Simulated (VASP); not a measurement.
**Ti8HC8 (a cell with a defect): single point with PBE**

The system is Ti8HC8 (a cell with a defect).

```xyz
17
Lattice="0.0000 4.3314 4.3314 4.3314 0.0000 4.3314 4.3314 4.3314 0.0000" Properties=species:S:1:pos:R:3 pbc="T T T"
Ti   -0.0123    0.0121   -0.0126
Ti    2.1605    2.1713    0.0051
Ti    2.1841    0.0203    2.1842
Ti    4.3136    2.1497    2.1815
Ti    0.0056    2.1705    2.1600
Ti    2.1610    4.3258    2.1596
Ti    2.1867    2.1444    4.3082
Ti    4.3367    4.3265    4.3354
C     2.1645    2.1680    2.1618
C     4.3274    4.3363    2.1712
C     4.3360    2.1665    4.3334
C     6.4971    4.3275    4.3338
C     2.1709    4.3335    4.3280
C     4.3287    6.4915    4.3265
C     4.3358    4.3282    6.4950
C     6.4994    6.4959    6.4969
H     5.4697    7.5462    5.4285
```

```
Program                : VASP 6.6.1
Task                   : single point
Functional             : PBE
Potentials or basis    : VASP PAW PBE potentials, release 64 (Ti_sv, C, H)
Cutoff                 : 520 eV
k mesh                 : 2 × 2 × 2
Occupations            : fermi-dirac, width 0.1 eV
Spin                   : no spin polarisation
Dipole correction      : no
Further INCAR settings : LREAL = Auto; ALGO = Normal; EDIFF = 1e-06; NBANDS = 78
```

| Property | Result |
| --- | --- |
| Pressure | 2.7 GPa |
| Largest force | 0.090 eV/Å |

Forces in eV/Å, atoms in the order of the input:
```
Ti   0.012 -0.005 -0.003
Ti   0.039 -0.044 -0.058
Ti   0.048  0.029  0.031
Ti  -0.011 -0.029  0.020
Ti  -0.055 -0.032  0.036
Ti   0.029  0.054  0.043
Ti   0.053 -0.046 -0.043
Ti  -0.053  0.046 -0.037
C    0.043 -0.043  0.042
C   -0.044  0.044  0.043
C   -0.039 -0.040 -0.040
C    0.039  0.037 -0.039
C    0.050  0.053 -0.054
C   -0.050 -0.048 -0.050
C   -0.041  0.041  0.042
C    0.047 -0.047  0.044
H   -0.067  0.029  0.021
```

Stress tensor (GPa, compression positive):
```
 2.69  0.12 -0.27
 0.12  2.69  0.45
-0.27  0.45  2.70
```

Levels at points of the mesh, in eV from the Fermi level:
```tsv
k point	band 61	band 62	band 63	band 64	band 65	band 66	band 67	band 68
(0.00, 0.00, 0.00)	-0.17	-0.02	-0.02	-0.01	0.67	0.67	0.68	1.64
(0.50, 0.00, 0.00)	-1.71	-1.71	-1.68	-1.67	1.05	1.24	1.41	1.42
(0.00, 0.50, 0.00)	-1.72	-1.72	-1.68	-1.68	1.11	1.26	1.44	1.44
(0.00, 0.00, 0.50)	-1.72	-1.71	-1.68	-1.67	1.08	1.25	1.42	1.43
(0.50, 0.50, 0.50)	-1.71	-1.71	-1.68	-1.67	1.07	1.24	1.41	1.43
(0.50, 0.50, 0.00)	-0.79	-0.63	-0.52	-0.51	-0.38	-0.37	2.09	2.09
(0.00, 0.50, 0.50)	-0.79	-0.63	-0.52	-0.51	-0.38	-0.37	2.09	2.10
(0.50, 0.00, 0.50)	-0.79	-0.63	-0.52	-0.51	-0.38	-0.37	2.09	2.10
```

Run time: 2.6 min on 1 thread of Intel(R) Xeon(R) 6975P-C (Granite Rapids), on a shared host, peak memory 0.35 GiB.

Caveat: the k points lie up to 0.63 Å⁻¹ apart.
